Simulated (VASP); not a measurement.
Input of a VASP 6.6.1 run:

Contents of INCAR:

```
ALGO = Fast
EDIFF = 1E-6
ENCUT = 520
GGA = PS
ISIF = 2
ISMEAR = 0
LASPH = True
LCHARG = False
LREAL = False
LWAVE = False
NBANDS = 13
NELM = 100
PREC = Accurate
SIGMA = 0.05
```

KPOINTS

```
k-points
0
Gamma
  16 16 16
```

Contents of POSCAR:

```
Mo
1.0
   -1.5644561042      1.5644561042      1.5644561042
    1.5644561042     -1.5644561042      1.5644561042
    1.5644561042      1.5644561042     -1.5644561042
Mo
1
Direct
    0.0000000000      0.0000000000      0.0000000000
```

Potentials or basis: VASP PAW PBE potentials, release 64 (Mo_sv).

Launch:

```console
$ cat potpaw_PBE.64/Mo_sv/POTCAR > POTCAR
$ mpirun -np 1 vasp_std > vasp.out
```

**Question.** Estimate the band gap on the k mesh.

**Answer.** Zero (band 7 reaches 16.93 eV, above the bottom of band 8 at 11.39 eV).

**Question.** What does it give for the pressure?

**Answer.** 0.6 GPa.

Caveat: the PAW data sets were made with another functional, which shifts forces and pressure a little.
